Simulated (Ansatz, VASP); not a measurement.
# One calculation of MgSnSb2, two programs

The input INCAR:

```
SYSTEM = MgSnSb2
PREC = Accurate ; ENCUT = 520
EDIFF = 1E-7 ; ISMEAR = -1
SIGMA = 0.02 ; LREAL = .FALSE.
LASPH = .TRUE. ; NELM = 100
ALGO = Normal ; ISIF = 2
LWAVE = .FALSE. ; LCHARG = .FALSE.
GGA = PE ; NBANDS = 21
```

The input KPOINTS:

```
regular mesh
0
G
  6 6 4
  0 0 0
```

The input POSCAR:

```
MgSnSb2
1.0
    4.6004806364      0.0000000000      0.0000000000
    0.0000000000      4.6004806364      0.0000000000
    0.0000000000      0.0000000000      6.5552383777
Mg Sb Sn
1 2 1
Direct
    0.0000000000      0.0000000000      0.0000000000
    0.0000000000      0.5000000000      0.2428810293
    0.5000000000      0.0000000000      0.7571189707
    0.5000000000      0.5000000000      0.5000000000
```

Input for Ansatz:

```yaml
crystal:
  lattice:
    - [4.6004806364, 0.0, 0.0]
    - [0.0, 4.6004806364, 0.0]
    - [0.0, 0.0, 6.5552383777]
  atoms:
    - { symbol: Mg, position: [0.0, 0.0, 0.0] }
    - { symbol: Sb, position: [0.0, 0.5, 0.2428810293] }
    - { symbol: Sn, position: [0.5, 0.5, 0.5] }
    - { symbol: Sb, position: [0.5, 0.0, 0.7571189707] }
kpoints:
  mp_grid: { grid: [6, 6, 4] }
  band_path:
    path:
      - [0.0, 0.0, 0.0]
      - [0.0, 0.5, 0.0]
      - [0.5, 0.5, 0.0]
      - [0.0, 0.0, 0.5]
      - [0.0, 0.5, 0.5]
      - [0.5, 0.5, 0.5]
    npoints: 1
hamiltonian:
  xc: pbe
scf:
  occupations: { method: fermi_dirac, width: 0.02 }
  n_extra_bands: 5
output:
  forces: true
  stress: true
  eigenvalues: true
```

Alike in both runs: task single point; functional PBE; k mesh 6 × 6 × 4; occupations fermi-dirac, width 0.02 eV; no spin polarisation.

```csv
,VASP,Ansatz
version,VASP 6.6.1,Ansatz 0.2.0
potentials or method,"VASP PAW PBE potentials, release 64 (Mg, Sb, Sn_d)","plane waves, PAW"
plane-wave cutoff (eV),520,420
valence electrons in the cell,26,54
```

Ansatz gave:

* pressure (GPa): 1.2
* rms of the force components (eV/Å): 0.048

Problem. Which values does VASP return?

Solution. Pressure (GPa): 1.2; rms of the force components (eV/Å): 0.052.

VASP's potentials hold 26 valence electrons a cell and Ansatz's 54, so a difference there can come from the potentials and not from the codes.

Neither program's run includes spin-orbit coupling.
